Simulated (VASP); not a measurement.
GaCo:

```xyz
2
Lattice="2.9154 0.0000 0.0000 0.0000 2.9154 0.0000 0.0000 0.0000 2.9154" Properties=species:S:1:pos:R:3 pbc="T T T"
Ga    0.0000    0.0000    0.0000
Co    1.4577    1.4577    1.4577
```

Program: VASP 6.6.1. Alike in all runs: task single point; potentials or basis VASP PAW PBE potentials, release 64 (Ga_d, Co); no spin polarisation; cell as given; k mesh 6 × 6 × 6; smearing fermi-dirac 0.1 eV.

Q: Order these runs on this cell by their pressure, lowest first.
A. level r2SCAN+D3(BJ); cutoff (eV) 660
B. level r2SCAN; cutoff (eV) 660
C. level PBE; cutoff (eV) 600

A: A (-15.0 GPa), B (-12.4 GPa), C (-5.5 GPa).

Caveats: the PAW data sets were made with another functional, which shifts forces and pressure a little (some runs); pairwise dispersion overbinds metals, which lowers pressure and volume (some runs).
